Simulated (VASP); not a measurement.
SrO, 2 atoms in the cell. The typed cell holds 2 atoms: a = 3.629 Å, b = 3.629 Å, c = 3.629 Å, α = 60.00°, β = 60.00°, γ = 60.00°.  This cell differs from its parent crystal: atoms moved at random.

| Quantity | Value |
| --- | --- |
| Program | VASP 6.6.1 |
| Task | single point |
| Functional | PBE |
| Potentials or basis | VASP PAW PBE potentials, release 64 (Sr_sv, O) |
| Cutoff | 520 eV |
| k mesh | 6 × 6 × 6 |
| Occupations | fermi-dirac, width 0.02 eV |
| Spin | no spin polarisation |
| Dipole correction | no |
| Further INCAR settings | ALGO = Normal; EDIFF = 1e-07; NBANDS = 15 |

Potentials or basis: VASP PAW PBE potentials, release 64 (Sr_sv, O).

Run with:

```bash
$ cat potpaw_PBE.64/Sr_sv/POTCAR potpaw_PBE.64/O/POTCAR > POTCAR
$ mpirun -np 1 vasp_std > vasp.out
```

Hardware: 1 thread of AMD EPYC 9R45 96-Core Processor (Zen 5), with other jobs on the host.

Question: How long does it take, and how much memory?

Answer: Wall time 29 s on 1 thread of AMD EPYC 9R45 96-Core Processor (Zen 5), with other jobs on the host, peak memory 0.17 GiB. Counts: scf iterations 14, k points 112.
